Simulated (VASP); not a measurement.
# Mg (Im-3m) in VASP: further runs, part 2 of 3

VASP 6.6.1.

## (4) Single point, PBE, non-collinear spin, zero start, spin-orbit coupling

This run uses another cell than the first one, of 22.93 Å³/atom, 0.987 times its volume.

Input file INCAR:

```
SYSTEM = Mg
  PREC = Accurate
  ENCUT = 520
  EDIFF = 1E-6
  ISMEAR = -1
  SIGMA = 0.1
  LREAL = .FALSE.
  LASPH = .TRUE.
  NELM = 150
  ALGO = Normal
  ISIF = 2
  LWAVE = .FALSE.
  LCHARG = .TRUE.
  MAGMOM = 0 0 0
  LORBIT = 11
  LSORBIT = .TRUE.
  GGA_COMPAT = .FALSE.
  LORBMOM = .TRUE.
  GGA = PE
  LVHAR = .TRUE.
  NBANDS = 13
```

Input file KPOINTS:

```
regular mesh
0
G
  12 12 12
  0 0 0
```

Input file POSCAR:

```
Mg
1.0
   -1.7896438141      1.7896438141      1.7896438141
    1.7896438141     -1.7896438141      1.7896438141
    1.7896438141      1.7896438141     -1.7896438141
Mg
1
Direct
    0.0000000000      0.0000000000      0.0000000000
```

Potentials or basis: VASP PAW PBE potentials, release 64 (Mg).

The run is started by

```console
$ cat potpaw_PBE.64/Mg/POTCAR > POTCAR
$ mpirun -np 1 vasp_ncl > vasp.out
```

OUTCAR:

```text
SYSTEM = Mg
   PREC = Accurate
   ENCUT = 520
   EDIFF = 1E-6
   ISMEAR = -1
   LREAL = .FALSE.
   LASPH = .TRUE.
   NELM = 150
   ISIF = 2
   LORBIT = 11
   LSORBIT = .TRUE.
   GGA = PE

 ion  position               nearest neighbor table
   1  0.000  0.000  0.000-

  LATTYP: Found a body centered cubic cell.
 ALAT       =     3.5792876282

  Lattice vectors:

 A1 = (  -1.7896438141,   1.7896438141,   1.7896438141)
 A2 = (   1.7896438141,  -1.7896438141,   1.7896438141)
 A3 = (   1.7896438141,   1.7896438141,  -1.7896438141)

Analysis of symmetry for initial positions (statically):
=====================================================================
 Subroutine PRICEL returns:
 Original cell was already a primitive cell.

 Routine SETGRP: Setting up the symmetry group for a
 body centered cubic supercell.

 Subroutine GETGRP returns: Found 48 space group operations
 (whereof 48 operations were pure point group operations)
 out of a pool of 48 trial point group operations.

The static configuration has the point symmetry O_h .

Analysis of symmetry for dynamics (positions and initial velocities):
=====================================================================
 Subroutine PRICEL returns:
 Original cell was already a primitive cell.

 Routine SETGRP: Setting up the symmetry group for a
 body centered cubic supercell.

 Subroutine GETGRP returns: Found 48 space group operations
 (whereof 48 operations were pure point group operations)
 out of a pool of 48 trial point group operations.

The dynamic configuration has the point symmetry O_h .

Analysis of structural, dynamic, and magnetic symmetry:
=====================================================================
 Subroutine PRICEL returns:
 Original cell was already a primitive cell.

 Routine SETGRP: Setting up the symmetry group for a
 body centered cubic supercell.

 Subroutine GETGRP returns: Found 48 space group operations
 (whereof 48 operations were pure point group operations)
 out of a pool of 48 trial point group operations.

The overall configuration has the point symmetry O_h .

 Subroutine INISYM returns: Found 48 space group operations
 (whereof 48 operations are pure point group operations),
 and found     1 'primitive' translations

----------------------------------------------------------------------------------------

                                     Primitive cell

  volume of cell :      22.9277

  direct lattice vectors                    reciprocal lattice vectors
    -1.789643814  1.789643814  1.789643814     0.000000000  0.279385203  0.279385203
     1.789643814 -1.789643814  1.789643814     0.279385203  0.000000000  0.279385203
     1.789643814  1.789643814 -1.789643814     0.279385203  0.279385203  0.000000000

  length of vectors
     3.099754013  3.099754013  3.099754013     0.395110343  0.395110343  0.395110343

  position of ions in fractional coordinates (direct lattice)
     0.000000000  0.000000000  0.000000000

  ion indices of the primitive-cell ions
   primitive index   ion index
                 1           1

----------------------------------------------------------------------------------------

 KPOINTS: regular mesh

Automatic generation of k-mesh.
[... 101 lines left out ...]

 number of electron       2.0000000 magnetization       0.0000000      0.0000000      0.0000000

 number of electron       2.0000000 magnetization      -0.0000000      0.0000000      0.0000000

 number of electron       2.0000000 magnetization       0.0000000     -0.0000000     -0.0000000

 Free energy of the ion-electron system (eV)
  ---------------------------------------------------
  ext. energy  EPLUGINS =         0.00000000
  ---------------------------------------------------
  free energy    TOTEN  =        -1.48143519 eV

  energy without entropy =       -1.46552246  energy(sigma->0) =       -1.47347883

 E-fermi :   2.6431     XC(G=0):  -8.4987

 val. band max:        2.5836051064   @ k =   0.4167   0.0833  -0.0000
 cond. band min:       2.6697824001   @ k =  -0.4167  -0.4167   0.0833
 fundamental gap:      0.0861772937
 Fermi energy:         2.6430781896

 k-point     1 :       0.0000    0.0000    0.0000
  band No.  band energies     occupation
      1      -4.2935      1.00000
      2      -4.2935      1.00000
      3      15.6813      0.00000
      4      15.6813      0.00000
      5      15.6813      0.00000
      6      15.6813      0.00000
      7      15.6817      0.00000
      8      15.6817      0.00000
      9      17.6985      0.00000
     10      17.6988      0.00000
     11      17.6993      0.00000
     12      17.7295      0.00000
     13      17.7580      0.00000
[... 354 lines left out ...]
  band No.  band energies     occupation
      1       1.4668      0.99999
      2       1.4668      0.99999
      3       2.0579      0.99713
      4       2.0579      0.99713
      5       8.6446      0.00000
      6       8.6446      0.00000
      7       9.7291      0.00000
      8       9.7291      0.00000
      9      16.0976      0.00000
     10      16.0976      0.00000
     11      16.8188      0.00000
     12      16.8188      0.00000
     13      22.0132      0.00000

 [... further k-points ...]
[... 5 lines left out ...]
  --------------------------------------------------------------------------------------
  -------------------------------------------------------------------------------------
  Total       -0.0176421     -0.0176421     -0.0176421      0.0000000      0.0000000     -0.0000000
  in kB       -1.2328268     -1.2328268     -1.2328268      0.0000000      0.0000000     -0.0000000
  external PRESSURE =      -1.2328268 kB  Pullay stress =       0.0000000 kB

 VOLUME and BASIS-vectors are now :
 -----------------------------------------------------------------------------
  energy-cutoff  :      520.00
  volume of cell :       22.93
      direct lattice vectors                 reciprocal lattice vectors
    -1.789643814  1.789643814  1.789643814     0.000000000  0.279385203  0.279385203
     1.789643814 -1.789643814  1.789643814     0.279385203  0.000000000  0.279385203
     1.789643814  1.789643814 -1.789643814     0.279385203  0.279385203  0.000000000

 POSITION                                       TOTAL-FORCE (eV/Angst)
 -----------------------------------------------------------------------------------
      0.00000      0.00000      0.00000        -0.000000      0.000000      0.000000
 -----------------------------------------------------------------------------------
    total drift:                                0.000000      0.000000      0.000000

  FREE ENERGIE OF THE ION-ELECTRON SYSTEM (eV)
  ---------------------------------------------------
  free  energy   TOTEN  =        -1.4814351926 eV

  energy  without entropy=       -1.4655224618  energy(sigma->0) =       -1.47347883

 orbital moment (x)

 # of ion     p       d       tot
 ----------------------------------------
  1         0.000  -0.000  -0.000
 ----------------------------------------
            0.000  -0.000  -0.000

 orbital moment (y)

 # of ion     p       d       tot
 ----------------------------------------
  1         0.000   0.000   0.000
 ----------------------------------------
            0.000   0.000   0.000

 orbital moment (z)

 # of ion     p       d       tot
 ----------------------------------------
  1         0.000  -0.000  -0.000
 ----------------------------------------
            0.000  -0.000  -0.000

 Spin-Orbit-Coupling matrix elements

 Ion:    1  E_soc:     -0.0000357
 l=   1
     0.0000000    -0.0000060    -0.0000060
    -0.0000060     0.0000000    -0.0000060
    -0.0000060    -0.0000060     0.0000000
 l=   2
     0.0000000     0.0000000     0.0000000     0.0000000     0.0000000
     0.0000000     0.0000000     0.0000000     0.0000000     0.0000000
     0.0000000     0.0000000     0.0000000     0.0000000     0.0000000
     0.0000000     0.0000000     0.0000000     0.0000000     0.0000000
     0.0000000     0.0000000     0.0000000     0.0000000     0.0000000
 l=   3
     0.0000000     0.0000000     0.0000000     0.0000000     0.0000000     0.0000000     0.0000000
     0.0000000     0.0000000     0.0000000     0.0000000     0.0000000     0.0000000     0.0000000
     0.0000000     0.0000000     0.0000000     0.0000000     0.0000000     0.0000000     0.0000000
     0.0000000     0.0000000     0.0000000     0.0000000     0.0000000     0.0000000     0.0000000
     0.0000000     0.0000000     0.0000000     0.0000000     0.0000000     0.0000000     0.0000000
     0.0000000     0.0000000     0.0000000     0.0000000     0.0000000     0.0000000     0.0000000
     0.0000000     0.0000000     0.0000000     0.0000000     0.0000000     0.0000000     0.0000000

 total charge

# of ion       s       p       d       tot
------------------------------------------
    1        0.210   0.124   0.012   0.346

 magnetization (x)

# of ion       s       p       d       tot
------------------------------------------
    1        0.000   0.000   0.000   0.000

 magnetization (y)

# of ion       s       p       d       tot
------------------------------------------
    1        0.000   0.000   0.000   0.000

 magnetization (z)

# of ion       s       p       d       tot
------------------------------------------
    1        0.000   0.000   0.000   0.000
```

Wall time 21 s (1 thread of Intel Xeon 6975P-C, shared host); peak memory 0.21 GiB.

What came out:

```
Free energy                                           : -1.4814 eV
Pressure                                              : -0.1 GPa
Net moment                                            : 0.00 μB per cell
Valence electrons inside the program's atomic spheres : Mg 0.35
```

Moments on the atoms (μB; x, y, z):
```
Mg  0.00 0.00 0.00
```

(Part 2 of 3 ends here.)
